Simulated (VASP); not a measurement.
# Cs (I4/mmm) in VASP: further runs

Runs on Cs. Level: PBE. Tasks: single point.

All numbers are computed with VASP 6.6.1; they aren't measurements. Logs are shortened: lines on timing, memory, paths and dates and some standing lists are left out, and cuts for length are marked.

## Step 1: The cell of the first run

The structure is tetragonal, space group I4/mmm (No. 139). The conventional cell has a = 6.196 Å, b = 6.196 Å, c = 5.743 Å, α = 90.00°, β = 90.00°, γ = 90.00°.

## Step 2: Single point, PBE (strain +0.025 along x and y, -0.050 along z)

Contents of INCAR:

```
  PREC = Accurate
  ENCUT = 520
  EDIFF = 1E-6
  ISMEAR = 0
  SIGMA = 0.15
  LREAL = False
  LASPH = True
  NELM = 80
  ALGO = Fast
  ISIF = 2
  LWAVE = False
  LCHARG = False
  GGA = PE
  NBANDS = 10
```

Contents of KPOINTS:

```
Automatic mesh
0
Gamma
  12 12 12
```

Contents of POSCAR:

```
Cs
1.0
   -3.0980625000      3.0980625000      2.8713750000
    3.0980625000     -3.0980625000      2.8713750000
    3.0980625000      3.0980625000     -2.8713750000
Cs
1
Direct
    0.0000000000      0.0000000000      0.0000000000
```

Potentials or basis: VASP PAW PBE potentials, release 64 (Cs_sv).

Command:

```
$ cat potpaw_PBE.64/Cs_sv/POTCAR > POTCAR
$ mpirun -np 1 vasp_std > vasp.out
```

OUTCAR:

```text
PREC = Accurate
   ENCUT = 520
   EDIFF = 1E-6
   ISMEAR = 0
   LREAL = False
   LASPH = True
   NELM = 80
   ISIF = 2
   GGA = PE

 ion  position               nearest neighbor table
   1  0.000  0.000  0.000-

  LATTYP: Found a body centered tetragonal cell.
 ALAT       =     6.1961250000
 C/A-ratio  =     0.9268292683

  Lattice vectors:

 A1 = (  -3.0980625000,   3.0980625000,   2.8713750000)
 A2 = (   3.0980625000,  -3.0980625000,   2.8713750000)
 A3 = (   3.0980625000,   3.0980625000,  -2.8713750000)

Analysis of symmetry for initial positions (statically):
=====================================================================
 Subroutine PRICEL returns:
 Original cell was already a primitive cell.

 Routine SETGRP: Setting up the symmetry group for a
 body centered tetragonal supercell.

 Subroutine GETGRP returns: Found 16 space group operations
 (whereof 16 operations were pure point group operations)
 out of a pool of 16 trial point group operations.

The static configuration has the point symmetry D_4h.

Analysis of symmetry for dynamics (positions and initial velocities):
=====================================================================
 Subroutine PRICEL returns:
 Original cell was already a primitive cell.

 Routine SETGRP: Setting up the symmetry group for a
 body centered tetragonal supercell.

 Subroutine GETGRP returns: Found 16 space group operations
 (whereof 16 operations were pure point group operations)
 out of a pool of 16 trial point group operations.

The dynamic configuration has the point symmetry D_4h.

 Subroutine INISYM returns: Found 16 space group operations
 (whereof 16 operations are pure point group operations),
 and found     1 'primitive' translations

----------------------------------------------------------------------------------------

                                     Primitive cell

  volume of cell :     110.2377

  direct lattice vectors                    reciprocal lattice vectors
    -3.098062500  3.098062500  2.871375000     0.000000000  0.161391192  0.174132602
     3.098062500 -3.098062500  2.871375000     0.161391192  0.000000000  0.174132602
     3.098062500  3.098062500 -2.871375000     0.161391192  0.161391192  0.000000000

  length of vectors
     5.238394496  5.238394496  5.238394496     0.237422156  0.237422156  0.228241613

  position of ions in fractional coordinates (direct lattice)
     0.000000000  0.000000000  0.000000000

  ion indices of the primitive-cell ions
   primitive index   ion index
                 1           1

----------------------------------------------------------------------------------------

 KPOINTS: Automatic mesh

Automatic generation of k-mesh.
 Grid dimensions read from file:
 generate k-points for:   12   12   12

 Generating k-lattice:

  Cartesian coordinates                     Fractional coordinates (reciprocal lattice)
     0.000000000  0.013449266  0.014511050     0.083333333 -0.000000000  0.000000000
     0.013449266  0.000000000  0.014511050    -0.000000000  0.083333333  0.000000000
     0.013449266  0.013449266  0.000000000     0.000000000  0.000000000  0.083333333

  Length of vectors
     0.019785180  0.019785180  0.019020134

  Shift w.r.t. Gamma in fractional coordinates (k-lattice)
     0.000000000  0.000000000  0.000000000

 Subroutine IBZKPT returns following result:
 ===========================================

 Found    163 irreducible k-points:

 Following reciprocal coordinates:
            Coordinates               Weight
  0.000000  0.000000  0.000000      1.000000
  0.083333 -0.000000  0.000000      8.000000
  0.166667 -0.000000  0.000000      8.000000
  0.250000 -0.000000  0.000000      8.000000
  0.333333 -0.000000  0.000000      8.000000
  0.416667 -0.000000  0.000000      8.000000
[... 16 lines left out ...]
  0.500000  0.166667  0.000000     16.000000
 -0.416667  0.166667  0.000000     16.000000
 [... further k-points ...]
   k-points           NKPTS =    163   k-points in BZ     NKDIM =    163   number of bands    NBANDS=     10
   number of dos      NEDOS =    301   number of ions     NIONS =      1
   total plane-waves  NPLWV =  64000
   dimension x,y,z NGX =    40 NGY =   40 NGZ =   40
   dimension x,y,z NGXF=    80 NGYF=   80 NGZF=   80
   ions per type =               1
   NGX,Y,Z   is equivalent  to a cutoff of  12.69, 12.69, 12.69 a.u.
   NGXF,Y,Z  is equivalent  to a cutoff of  25.39, 25.39, 25.39 a.u.
 SYSTEM =  unknown system
   PREC   = accura    normal or accurate (medium, high low for compatibility)
   ISTART =      0    job   : 0-new  1-cont  2-samecut
   ICHARG =      2    charge: 1-file 2-atom 10-const
   ISPIN  =      1    spin polarized calculation?
   LNONCOLLINEAR =      F non collinear calculations
   LSORBIT =      F    spin-orbit coupling
   LASPH  =      T    aspherical Exc in radial PAW
   ENCUT  =  520.0 eV  38.22 Ry    6.18 a.u.   9.74  9.74  9.74*2*pi/ulx,y,z
   NELM   =     80;   NELMIN=  2; NELMDL= -5     # of ELM steps
   EDIFF  = 0.1E-05   stopping-criterion for ELM
   LREAL  =      F    real-space projection
[... 7 lines left out ...]
   TEBEG  =    0.0;   TEEND  =   0.0 temperature during run
   PSTRESS=    0.0 pullay stress
   NELECT =       9.0000    total number of electrons
   NUPDOWN=      -1.0000    fix difference up-down
   EMIN   =  10.00;   EMAX   =-10.00  energy-range for DOS
   EFERMI =   0.00;   METHOD = LEGACY
   ISMEAR =     0;   SIGMA  =   0.15  broadening in eV -4-tet -1-fermi 0-gaus
   EFERMI_NEDOS =   21; number of points for ismear=-14 and -15
   IALGO  =     68    algorithm
   IMIX   =      4    mixing-type and parameters
     AMIX     =   0.40;   BMIX     =  1.00
     AMIX_MAG =   1.60;   BMIX_MAG =  1.00
  volume/ion in A,a.u.               =     110.24       743.92
  Fermi-wavevector in a.u.,A,eV,Ry     =   0.710197  1.342078  6.862506  0.504380
  Thomas-Fermi vector in A             =   1.796980
   LORBIT       =      0    0 simple, 1 ext, 2 COOP (PROOUT), +10 PAW based schemes
   GGA     = PE    functional components
   LHFCALC =     F    Hartree Fock is set to
   AEXX    =    0.0000 exact exchange contribution
   IVDW    =     0    specifies the selected vdW correction
   LEPSILON=     F    determine dielectric tensor
   LRPA    =     F    only Hartree local field effects (RPA)
 non-spin polarized calculation
 RMM-DIIS sequential band-by-band and
 Gauss-broadening in eV      SIGMA  =   0.15
  energy-cutoff  :      520.00
  volume of cell :      110.24
 maximum number of plane-waves:      3002
   NGX = 19   NGY = 19   NGZ = 19

 number of electron       9.0000000 magnetization

 Free energy of the ion-electron system (eV)
  ---------------------------------------------------
  ext. energy  EPLUGINS =         0.00000000
  ---------------------------------------------------
  free energy    TOTEN  =        -0.85402711 eV

  energy without entropy =       -0.83825752  energy(sigma->0) =       -0.84614231

 E-fermi :   0.5618     XC(G=0):  -5.5141

 val. band max:        0.5496271045   @ k =   0.3333   0.0833   0.0833
 cond. band min:       0.5637686949   @ k =   0.5000   0.2500   0.0000
 fundamental gap:      0.0141415903
 Fermi energy:         0.5618397720

 k-point     1 :       0.0000    0.0000    0.0000
  band No.  band energies     occupation
      1     -23.2728      2.00000
      2     -10.0094      2.00000
      3     -10.0094      2.00000
      4     -10.0080      2.00000
      5      -1.1590      2.00000
      6       2.8699      0.00000
      7       3.2100      0.00000
      8       3.2100      0.00000
      9       3.7234      0.00000
     10       4.2010      0.00000

 k-point     2 :       0.0833   -0.0000    0.0000
  band No.  band energies     occupation
      1     -23.2722      2.00000
      2     -10.0198      2.00000
      3     -10.0131      2.00000
      4     -10.0091      2.00000
      5      -1.0762      2.00000
      6       2.8537      0.00000
      7       3.1188      0.00000
      8       3.2063      0.00000
      9       3.7023      0.00000
     10       4.0750      0.00000

 k-point     3 :       0.1667   -0.0000    0.0000
  band No.  band energies     occupation
      1     -23.2707      2.00000
      2     -10.0497      2.00000
      3     -10.0231      2.00000
      4     -10.0102      2.00000
      5      -0.8367      2.00000
      6       2.6973      0.00000
      7       2.7863      0.00000
      8       3.3717      0.00000
      9       3.7520      0.00000
     10       3.9524      0.00000

 k-point     4 :       0.2500   -0.0000    0.0000
  band No.  band energies     occupation
      1     -23.2685      2.00000
      2     -10.0897      2.00000
      3     -10.0367      2.00000
      4     -10.0117      2.00000
      5      -0.4677      2.00000
      6       2.3521      0.00000
      7       2.4679      0.00000
      8       3.7410      0.00000
      9       3.9126      0.00000
     10       3.9339      0.00000
[... 222 lines left out ...]
 k-point    22 :       0.4167    0.1667    0.0000
  band No.  band energies     occupation
      1     -23.2639      2.00000
      2     -10.1535      2.00000
      3     -10.0767      2.00000
      4     -10.0260      2.00000
      5       0.8481      0.00696
      6       1.5132      0.00000
      7       1.9781      0.00000
      8       3.6630      0.00000
      9       4.5321      0.00000
     10       4.7328      0.00000

 k-point    23 :       0.5000    0.1667    0.0000
  band No.  band energies     occupation
      1     -23.2645      2.00000
      2     -10.1458      2.00000
      3     -10.0718      2.00000
      4     -10.0239      2.00000
      5       0.5860      0.81964
      6       1.6779      0.00000
      7       2.0250      0.00000
      8       3.7603      0.00000
      9       4.2326      0.00000
     10       4.8070      0.00000

 k-point    24 :      -0.4167    0.1667    0.0000
  band No.  band energies     occupation
      1     -23.2659      2.00000
      2     -10.1277      2.00000
      3     -10.0572      2.00000
      4     -10.0209      2.00000
      5       0.1399      1.99993
      6       1.9090      0.00000
      7       2.1955      0.00000
      8       3.7755      0.00000
      9       4.1181      0.00000
     10       4.4995      0.00000

 [... further k-points ...]

------------------------ aborting loop because EDIFF is reached ----------------------------------------

  FORCE on cell =-STRESS in cart. coord.  units (eV):
  Direction    XX          YY          ZZ          XY          YZ          ZX
  --------------------------------------------------------------------------------------
  -------------------------------------------------------------------------------------
  Total        0.0695327      0.0695327      0.1005384      0.0000000     -0.0000000      0.0000000
  in kB        1.0105772      1.0105772      1.4612091      0.0000000     -0.0000000      0.0000000
  external PRESSURE =       1.1607879 kB  Pullay stress =       0.0000000 kB

 VOLUME and BASIS-vectors are now :
 -----------------------------------------------------------------------------
  energy-cutoff  :      520.00
  volume of cell :      110.24
      direct lattice vectors                 reciprocal lattice vectors
    -3.098062500  3.098062500  2.871375000     0.000000000  0.161391192  0.174132602
     3.098062500 -3.098062500  2.871375000     0.161391192  0.000000000  0.174132602
     3.098062500  3.098062500 -2.871375000     0.161391192  0.161391192  0.000000000

 POSITION                                       TOTAL-FORCE (eV/Angst)
 -----------------------------------------------------------------------------------
      0.00000      0.00000      0.00000        -0.000000      0.000000     -0.000000
 -----------------------------------------------------------------------------------
    total drift:                               -0.000000     -0.000000     -0.000000

  FREE ENERGIE OF THE ION-ELECTRON SYSTEM (eV)
  ---------------------------------------------------
  free  energy   TOTEN  =        -0.8540271103 eV

  energy  without entropy=       -0.8382575175  energy(sigma->0) =       -0.84614231
```

Wall time 70 s (1 thread of Intel Xeon 6975P-C (Granite Rapids), shared host); peak memory 0.34 GiB.

Results:

```yaml
Free_energy: -0.8540 eV
Pressure: 0.1 GPa
```

Levels at points of the mesh, in eV from the Fermi level:
| k point | band 3 | band 4 | band 5 | band 6 | band 7 | band 8 |
| --- | --- | --- | --- | --- | --- | --- |
| (0.00, 0.00, 0.00) | -10.57 | -10.57 | -1.72 | 2.31 | 2.65 | 2.65 |
| (0.50, 0.00, 0.00) | -10.63 | -10.58 | 0.05 | 0.98 | 1.53 | 3.30 |
| (0.50, 0.50, 0.00) | -10.62 | -10.57 | -0.04 | 0.81 | 1.88 | 3.03 |
| (0.50, 0.50, 0.50) | -10.69 | -10.67 | 0.54 | 0.68 | 2.92 | 2.92 |

Caveat: the cell differs from its parent crystal (strain +0.025 along x and y, -0.050 along z); spin-orbit coupling is left out, which moves the levels of the heavy elements.

(Continued in part 2 of 2.)
